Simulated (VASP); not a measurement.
Os2Ru:

```
Ru Os
1.0
     0.00000    3.41819    3.41819
     3.41819    0.00000    3.41819
     3.41819    3.41819    0.00000
Ru Os
2 4
Direct
  0.00000 0.00000 0.00000
  0.25000 0.25000 0.25000
  0.62500 0.62500 0.62500
  0.12500 0.62500 0.62500
  0.62500 0.62500 0.12500
  0.62500 0.12500 0.62500
```

```yaml
Program: VASP 6.6.1
Task: relaxation of cell and atoms
Functional: PBE
Potentials_or_basis: VASP PAW PBE potentials, release 64 (Ru_pv, Os)
Cutoff: 600 eV
k_mesh: 4 × 4 × 4
Occupations: gaussian, width 0.1 eV
Spin: no spin polarisation
```

At the start: pressure 61.2 GPa; volume 13.31 Å³/atom.

Problem. Where does the relaxation end?

Solution. Over 6 steps the energy falls by 334.4 meV/atom and the volume is 15.32 Å³/atom (+15.1 %); space group Fd-3m (No. 227, to 0.05 Å).

The path:
```
step  energy change (eV)  largest force (eV/Å)  pressure (GPa)  volume (Å³)
   1              0.0000                0.0000           61.15        79.88
   2             12.8563                0.0000          -42.75       154.19
   3             -1.1730                0.0000           -7.76        94.81
   4             -1.9989                0.0000           -2.82        92.76
   5             -2.0060                0.0000            0.75        91.70
   6             -2.0064                0.0000           -0.11        91.94
```

Final structure:
```
Ru Os
1.0
     0.00000    3.58233    3.58233
     3.58233    0.00000    3.58233
     3.58233    3.58233    0.00000
Ru Os
2 4
Direct
  0.00000 0.00000 0.00000
  0.25000 0.25000 0.25000
  0.62500 0.62500 0.62500
  0.12500 0.62500 0.62500
  0.62500 0.62500 0.12500
  0.62500 0.12500 0.62500
```

Caveat: the k points lie up to 0.38 Å⁻¹ apart in the final cell; the volume moved by over 15 % at a fixed basis, so the end points are rough.
